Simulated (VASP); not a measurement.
# NaCl (Fm-3m) in VASP: further runs

The runs below take NaCl through single point, with PBE, r2SCAN.

Program: VASP 6.6.1. These are calculated values, not measurements. Logs are shortened: lines on timing, memory, paths and dates and some standing lists are left out, and cuts for length are marked.

**1. The cell of the first run**

The structure is cubic, space group Fm-3m (No. 225). The conventional cell has a = 5.530 Å, b = 5.530 Å, c = 5.530 Å, α = 90.00°, β = 90.00°, γ = 90.00°. Na (site symmetry m-3m) has 6 Cl at 2.77 Å within 3.6 Å. Within 3.6 Å of Cl (site symmetry m-3m) lie 6 Na at 2.77 Å.

**2. Single point, PBE (strain -1.3%)**

Input file INCAR:

```
SYSTEM = NaCl
ALGO     = Normal         ! electronic algorithm
EDIFF    = 1E-6           ! SCF threshold, eV
ENCUT    = 520            ! plane-wave cutoff, eV
GGA      = PE             ! functional
ISIF     = 2              ! what is computed and relaxed
ISMEAR   = -1             ! smearing method
LASPH    = .TRUE.         ! aspherical terms in the spheres
LCHARG   = .FALSE.        ! write CHGCAR
LREAL    = .FALSE.        ! projectors in reciprocal space
LWAVE    = .FALSE.        ! write WAVECAR
NBANDS   = 14             ! bands
NELM     = 100            ! most SCF steps
PREC     = Accurate       ! precision mode
SIGMA    = 0.02           ! smearing width, eV
```

Input file KPOINTS:

```
k-points
0
G
  8 8 8
  0 0 0
```

Input file POSCAR:

```
NaCl
1.0
    0.0000000000      2.7651426660      2.7651426660
    2.7651426660      0.0000000000      2.7651426660
    2.7651426660      2.7651426660      0.0000000000
Na Cl
1 1
Direct
    0.0000000000      0.0000000000      0.0000000000
    0.5000000000      0.5000000000      0.5000000000
```

Potentials or basis: VASP PAW PBE potentials, release 64 (Na_pv, Cl).

Command:

```
$ cat potpaw_PBE.64/Na_pv/POTCAR potpaw_PBE.64/Cl/POTCAR > POTCAR
$ mpirun -np 1 vasp_std > vasp.out
```

OUTCAR:

```text
SYSTEM = NaCl
   EDIFF = 1E-6
   ENCUT = 520
   GGA = PE
   ISIF = 2
   ISMEAR = -1
   LASPH = .TRUE.
   LREAL = .FALSE.
   NELM = 100
   PREC = Accurate

 ion  position               nearest neighbor table
   1  0.000  0.000  0.000-
   2  0.500  0.500  0.500-

  LATTYP: Found a face centered cubic cell.
 ALAT       =     5.5302853320

  Lattice vectors:

 A1 = (   0.0000000000,   2.7651426660,   2.7651426660)
 A2 = (   2.7651426660,   0.0000000000,   2.7651426660)
 A3 = (   2.7651426660,   2.7651426660,   0.0000000000)

Analysis of symmetry for initial positions (statically):
=====================================================================
 Subroutine PRICEL returns:
 Original cell was already a primitive cell.

 Routine SETGRP: Setting up the symmetry group for a
 face centered cubic supercell.

 Subroutine GETGRP returns: Found 48 space group operations
 (whereof 48 operations were pure point group operations)
 out of a pool of 48 trial point group operations.

The static configuration has the point symmetry O_h .

Analysis of symmetry for dynamics (positions and initial velocities):
=====================================================================
 Subroutine PRICEL returns:
 Original cell was already a primitive cell.

 Routine SETGRP: Setting up the symmetry group for a
 face centered cubic supercell.

 Subroutine GETGRP returns: Found 48 space group operations
 (whereof 48 operations were pure point group operations)
 out of a pool of 48 trial point group operations.

The dynamic configuration has the point symmetry O_h .

 Subroutine INISYM returns: Found 48 space group operations
 (whereof 48 operations are pure point group operations),
 and found     1 'primitive' translations

----------------------------------------------------------------------------------------

                                     Primitive cell

  volume of cell :      42.2846

  direct lattice vectors                    reciprocal lattice vectors
     0.000000000  2.765142666  2.765142666    -0.180822496  0.180822496  0.180822496
     2.765142666  0.000000000  2.765142666     0.180822496 -0.180822496  0.180822496
     2.765142666  2.765142666  0.000000000     0.180822496  0.180822496 -0.180822496

  length of vectors
     3.910502260  3.910502260  3.910502260     0.313193751  0.313193751  0.313193751

  position of ions in fractional coordinates (direct lattice)
     0.000000000  0.000000000  0.000000000
     0.500000000  0.500000000  0.500000000

  ion indices of the primitive-cell ions
   primitive index   ion index
                 1           1
[... 79 lines left out ...]
   ISIF   =      2    stress and relaxation
   ISYM   =      2    0-nonsym 1-usesym 2-fastsym
   POTIM  = 0.5000    time-step for ionic-motion
   TEBEG  =    0.0;   TEEND  =   0.0 temperature during run
   PSTRESS=    0.0 pullay stress
   NELECT =      14.0000    total number of electrons
   NUPDOWN=      -1.0000    fix difference up-down
   EMIN   =  10.00;   EMAX   =-10.00  energy-range for DOS
   EFERMI =   0.00;   METHOD = LEGACY
   ISMEAR =    -1;   SIGMA  =   0.02  broadening in eV -4-tet -1-fermi 0-gaus
   EFERMI_NEDOS =   21; number of points for ismear=-14 and -15
   IALGO  =     38    algorithm
   IMIX   =      4    mixing-type and parameters
     AMIX     =   0.40;   BMIX     =  1.00
     AMIX_MAG =   1.60;   BMIX_MAG =  1.00
  volume/ion in A,a.u.               =      21.14       142.68
  Fermi-wavevector in a.u.,A,eV,Ry     =   1.132548  2.140205 17.451718  1.282665
  Thomas-Fermi vector in A             =   2.269249
   LORBIT       =      0    0 simple, 1 ext, 2 COOP (PROOUT), +10 PAW based schemes
   GGA     = PE    functional components
   LHFCALC =     F    Hartree Fock is set to
   AEXX    =    0.0000 exact exchange contribution
   IVDW    =     0    specifies the selected vdW correction
   LEPSILON=     F    determine dielectric tensor
   LRPA    =     F    only Hartree local field effects (RPA)
 non-spin polarized calculation
  energy-cutoff  :      520.00
  volume of cell :       42.28
 maximum number of plane-waves:      1158
 NGX is ok and might be reduce to    30
   NGX = 15   NGY = 15   NGZ = 15

 number of electron      14.0000011 magnetization

 Free energy of the ion-electron system (eV)
  ---------------------------------------------------
  ext. energy  EPLUGINS =         0.00000000
  ---------------------------------------------------
  free energy    TOTEN  =        -6.74849227 eV

  energy without entropy =       -6.74849227  energy(sigma->0) =       -6.74849227

 E-fermi :   0.0570     XC(G=0):  -8.4213

 val. band max:       -0.3765349468   @ k =   0.0000   0.0000   0.0000
 cond. band min:       4.9677354013   @ k =   0.0000   0.0000   0.0000
 fundamental gap:      5.3442703481
 Fermi energy:         0.0570023553

 k-point     1 :       0.0000    0.0000    0.0000
  band No.  band energies     occupation
      1     -21.0883      2.00000
      2     -21.0883      2.00000
      3     -21.0883      2.00000
      4     -13.1760      2.00000
      5      -0.3765      2.00000
      6      -0.3765      2.00000
      7      -0.3765      2.00000
      8       4.9677      0.00000
      9      10.7993      0.00000
     10      10.7993      0.00000
     11      10.7993      0.00000
     12      13.0388      0.00000
     13      13.0388      0.00000
     14      14.7432      0.00000
[... 377 lines left out ...]
      1     -21.1192      2.00000
      2     -21.0987      2.00000
      3     -21.0938      2.00000
      4     -12.7384      2.00000
      5      -2.1873      2.00000
      6      -1.2206      2.00000
      7      -0.8354      2.00000
      8       8.1037      0.00000
      9       9.4066      0.00000
     10      10.1411      0.00000
     11      11.5730      0.00000
     12      14.2808      0.00000
     13      15.6316      0.00000
     14      16.6120      0.00000

 [... further k-points ...]
[... 5 lines left out ...]
  --------------------------------------------------------------------------------------
  -------------------------------------------------------------------------------------
  Total        0.6726297      0.6726297      0.6726297      0.0000000      0.0000000      0.0000000
  in kB       25.4861366     25.4861366     25.4861366      0.0000000      0.0000000      0.0000000
  external PRESSURE =      25.4861366 kB  Pullay stress =       0.0000000 kB

 VOLUME and BASIS-vectors are now :
 -----------------------------------------------------------------------------
  energy-cutoff  :      520.00
  volume of cell :       42.28
      direct lattice vectors                 reciprocal lattice vectors
     0.000000000  2.765142666  2.765142666    -0.180822496  0.180822496  0.180822496
     2.765142666  0.000000000  2.765142666     0.180822496 -0.180822496  0.180822496
     2.765142666  2.765142666  0.000000000     0.180822496  0.180822496 -0.180822496

 POSITION                                       TOTAL-FORCE (eV/Angst)
 -----------------------------------------------------------------------------------
      0.00000      0.00000      0.00000         0.000000      0.000000      0.000000
      2.76514      2.76514      2.76514        -0.000000     -0.000000     -0.000000
 -----------------------------------------------------------------------------------
    total drift:                               -0.000000      0.000000      0.000000

  FREE ENERGIE OF THE ION-ELECTRON SYSTEM (eV)
  ---------------------------------------------------
  free  energy   TOTEN  =        -6.7484922708 eV

  energy  without entropy=       -6.7484922708  energy(sigma->0) =       -6.74849227
```

Run time: 10 s. Hardware: 1 thread of Intel Xeon Platinum 8488C (Sapphire Rapids), shared host; peak memory 0.16 GiB.

What came out:

- Free energy: -6.7485 eV
- Pressure: 2.5 GPa
- Band gap on the k mesh: 5.34 eV, direct

Caveat: the cell differs from its parent crystal (strain -1.3%).

**3. Single point, r2SCAN (strain -1.3%)**

POSCAR is that of step 2.

Input file INCAR.step1:

```
  PREC = Accurate
  ENCUT = 520
  ISMEAR = 0
  SIGMA = 0.01
  LREAL = F
  LASPH = T
  NELM = 100
  NBANDS = 14
  GGA = PE
  ALGO = Normal
  EDIFF = 1E-4
  LWAVE = T
  LCHARG = F
```

Input file INCAR.step2:

```
  PREC = Accurate
  ENCUT = 520
  EDIFF = 1E-6
  ISMEAR = 0
  SIGMA = 0.01
  LREAL = F
  LASPH = T
  NELM = 100
  ALGO = Normal
  ISIF = 2
  LWAVE = F
  LCHARG = F
  METAGGA = R2SCAN
  LMIXTAU = T
  NBANDS = 14
  ISTART = 1
```

Input file KPOINTS:

```
Automatic mesh
0
Gamma
  8 8 8
```

Potentials or basis: VASP PAW PBE potentials, release 64 (Na_pv, Cl).

Command:

```
$ cat potpaw_PBE.64/Na_pv/POTCAR potpaw_PBE.64/Cl/POTCAR > POTCAR
$ cp INCAR.step1 INCAR
$ mpirun -np 1 vasp_std > vasp.out
$ cp INCAR.step2 INCAR
$ mpirun -np 1 vasp_std > vasp.out
```

OUTCAR:

```text
PREC = Accurate
   ENCUT = 520
   EDIFF = 1E-6
   ISMEAR = 0
   LREAL = F
   LASPH = T
   NELM = 100
   ISIF = 2
   METAGGA = R2SCAN
   ISTART = 1

 ion  position               nearest neighbor table
   1  0.000  0.000  0.000-
   2  0.500  0.500  0.500-

  LATTYP: Found a face centered cubic cell.
 ALAT       =     5.5302853320

  Lattice vectors:

 A1 = (   0.0000000000,   2.7651426660,   2.7651426660)
 A2 = (   2.7651426660,   0.0000000000,   2.7651426660)
[... 582 lines left out ...]
      6      -1.6706      2.00000
      7      -1.2846      2.00000
      8       8.3621      0.00000
      9       9.8588      0.00000
     10      10.5038      0.00000
     11      11.9949      0.00000
     12      14.6944      0.00000
     13      16.1930      0.00000
     14      17.0649      0.00000

 [... further k-points ...]
[... 5 lines left out ...]
  --------------------------------------------------------------------------------------
  -------------------------------------------------------------------------------------
  Total        0.2840441      0.2840441      0.2840441      0.0000000      0.0000000      0.0000000
  in kB       10.7625154     10.7625154     10.7625154      0.0000000      0.0000000      0.0000000
  external PRESSURE =      10.7625154 kB  Pullay stress =       0.0000000 kB

 VOLUME and BASIS-vectors are now :
 -----------------------------------------------------------------------------
  energy-cutoff  :      520.00
  volume of cell :       42.28
      direct lattice vectors                 reciprocal lattice vectors
     0.000000000  2.765142666  2.765142666    -0.180822496  0.180822496  0.180822496
     2.765142666  0.000000000  2.765142666     0.180822496 -0.180822496  0.180822496
     2.765142666  2.765142666  0.000000000     0.180822496  0.180822496 -0.180822496

 POSITION                                       TOTAL-FORCE (eV/Angst)
 -----------------------------------------------------------------------------------
      0.00000      0.00000      0.00000        -0.000000     -0.000000     -0.000000
      2.76514      2.76514      2.76514         0.000000      0.000000      0.000000
 -----------------------------------------------------------------------------------
    total drift:                               -0.000000      0.000000      0.000000

  FREE ENERGIE OF THE ION-ELECTRON SYSTEM (eV)
  ---------------------------------------------------
  free  energy   TOTEN  =       -13.7849962150 eV

  energy  without entropy=      -13.7849962150  energy(sigma->0) =      -13.78499622
```

OSZICAR.step1:

```text
N       E                     dE             d eps       ncg     rms          rms(c)
DAV:   1     0.995436575696E+02    0.99544E+02   -0.71945E+03   824   0.102E+03
DAV:   2     0.854389741337E+00   -0.98689E+02   -0.91544E+02   884   0.260E+02
DAV:   3    -0.681310870943E+01   -0.76675E+01   -0.76234E+01  1010   0.704E+01
DAV:   4    -0.693449555746E+01   -0.12139E+00   -0.12132E+00  1010   0.950E+00
DAV:   5    -0.693707823219E+01   -0.25827E-02   -0.25826E-02  1016   0.142E+00    0.218E+00
DAV:   6    -0.675480102548E+01    0.18228E+00   -0.29494E-01  1054   0.329E+00    0.163E+00
DAV:   7    -0.674329788189E+01    0.11503E-01   -0.80578E-02  1038   0.168E+00    0.111E+00
DAV:   8    -0.674852951365E+01   -0.52316E-02   -0.93808E-03   932   0.853E-01    0.310E-01
DAV:   9    -0.674840301514E+01    0.12650E-03   -0.21852E-04  1016   0.117E-01    0.156E-01
DAV:  10    -0.674850021578E+01   -0.97201E-04   -0.25789E-04   938   0.137E-01
   1 F= -.67485002E+01 E0= -.67485002E+01  d E =-.206532E-17
```

Wall time 46 s (1 thread of Intel Xeon Platinum 8488C (Sapphire Rapids), shared host); peak memory 0.16 GiB.

What came out:

```yaml
Free_energy: -13.7850 eV
Pressure: 1.1 GPa
Band_gap_on_the_k_mesh: 6.18 eV, direct
```

Caveat: the cell differs from its parent crystal (strain -1.3%); the PAW data sets were made with another functional, which shifts forces and pressure a little.
